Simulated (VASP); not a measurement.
Wanted: the native input for a VASP 6.6.1 run.

* Task: relaxation of cell and atoms
* Functional: r2SCAN
* Potentials or basis: VASP PAW PBE potentials, release 64 (Tl_d, I)
* Cutoff: 600 eV
* k mesh: 4 × 4 × 4
* Occupations: gaussian, width 0.1 eV
* Spin: no spin polarisation
* Dipole correction: no
* Further INCAR settings: ALGO = Normal; EDIFF = 1e-07; IBRION = 2; EDIFFG = -0.04; NSW = 90; ISIF = 3

Tl2I:

```
CELL_PARAMETERS angstrom
0.00000 3.66624 3.66624
3.66624 0.00000 3.66624
3.66624 3.66624 0.00000
ATOMIC_POSITIONS crystal
Tl 0.25000 0.25000 0.25000
Tl 0.75000 0.75000 0.75000
I 0.00000 0.00000 0.00000
```

One way to write it, as run:

POSCAR

```
Tl2I
1.0
    0.0000000000      3.6662368766      3.6662368766
    3.6662368766      0.0000000000      3.6662368766
    3.6662368766      3.6662368766      0.0000000000
Tl I
2 1
Direct
    0.2500000000      0.2500000000      0.2500000000
    0.7500000000      0.7500000000      0.7500000000
    0.0000000000      0.0000000000      0.0000000000
```

INCAR.step1

```
PREC = Accurate ; ENCUT = 600
ISMEAR = 0 ; SIGMA = 0.1
LREAL = F ; LASPH = T
NELM = 60 ; GGA = PE
ALGO = Normal ; EDIFF = 1E-4
LWAVE = T ; LCHARG = F
```

INCAR.step2

```
PREC = Accurate ; ENCUT = 600
EDIFF = 1E-7 ; ISMEAR = 0
SIGMA = 0.1 ; LREAL = F
LASPH = T ; NELM = 60
ALGO = Normal ; ISIF = 3
LWAVE = F ; LCHARG = F
METAGGA = R2SCAN ; LMIXTAU = T
IBRION = 2 ; NSW = 90
EDIFFG = -0.04 ; ISTART = 1
```

KPOINTS

```
Automatic mesh
0
Gamma
  4 4 4
```

Potentials or basis: VASP PAW PBE potentials, release 64 (Tl_d, I).

Launch:

```sh
$ cat potpaw_PBE.64/Tl_d/POTCAR potpaw_PBE.64/I/POTCAR > POTCAR
$ cp INCAR.step1 INCAR
$ mpirun -np 1 vasp_std > vasp.out
$ cp INCAR.step2 INCAR
$ mpirun -np 1 vasp_std > vasp.out
```

Results of the run:

The relaxed volume is 45.56 Å³/atom, the relaxed cell is a = 5.782 Å, b = 5.782 Å, c = 5.782 Å, α = 60.00°, β = 60.00°, γ = 60.00° and the space group after relaxing (to 0.1 Å) is Fm-3m (No. 225). The energy gained by relaxing is 298.0 meV/atom and the ionic steps are 4. The pressure after relaxing is 0.0 GPa and the band gap on the k mesh is zero (an odd number of electrons rules out a gap without spin polarisation).

Caveat: the k points lie up to 0.33 Å⁻¹ apart in the final cell, too coarse for converged energies and pressures of a metal; the volume moved by over 15 % at a fixed basis, so the end points are rough; the PAW data sets were made with another functional, which shifts forces and pressure a little; spin-orbit coupling is left out, which moves the levels of the heavy elements; an odd number of electrons without spin polarisation forces a metal; a magnetic or distorted state may lie lower.

Run time: 16 min on 1 thread of Intel Xeon 8259CL, with other jobs on the host, peak memory 0.3 GiB.
